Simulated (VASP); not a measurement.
A run of VASP 6.6.1 is set up as follows.

File INCAR:

```
  PREC = Accurate
  ENCUT = 520
  EDIFF = 1E-6
  ISMEAR = -1
  SIGMA = 0.03
  LREAL = F
  LASPH = T
  NELM = 150
  ALGO = Normal
  ISIF = 2
  LWAVE = F
  LCHARG = F
  ISPIN = 2
  MAGMOM = 4 0
  LORBIT = 11
  LMAXMIX = 6
  GGA = CA
  NBANDS = 28
```

Contents of KPOINTS:

```
regular mesh
0
Gamma
  10 10 10
```

POSCAR

```
HoZn
1.0
    3.5480000000      0.0000000000      0.0000000000
    0.0000000000      3.5480000000      0.0000000000
    0.0000000000      0.0000000000      3.5480000000
Ho Zn
1 1
Direct
    0.0000000000      0.0000000000      0.0000000000
    0.5000000000      0.5000000000      0.5000000000
```

Potentials or basis: VASP PAW PBE potentials, release 64 (Ho, Zn).

Launch:

```sh
$ cat potpaw_PBE.64/Ho/POTCAR potpaw_PBE.64/Zn/POTCAR > POTCAR
$ mpirun -np 1 vasp_std > vasp.out
```

Q: Predict the net moment.

A: 3.43 μB per cell.

Q: What does it give for the pressure?

A: -3.8 GPa.

Q: What does it give for the site moments?

A: Ho +3.43; Zn -0.02 μB.

Caveat: the magnetic or orbital state may not be the lowest; the cell stands under tension; the PAW data sets were made with another functional, which shifts forces and pressure a little. The state reached can hang on the start; a lower one may exist.
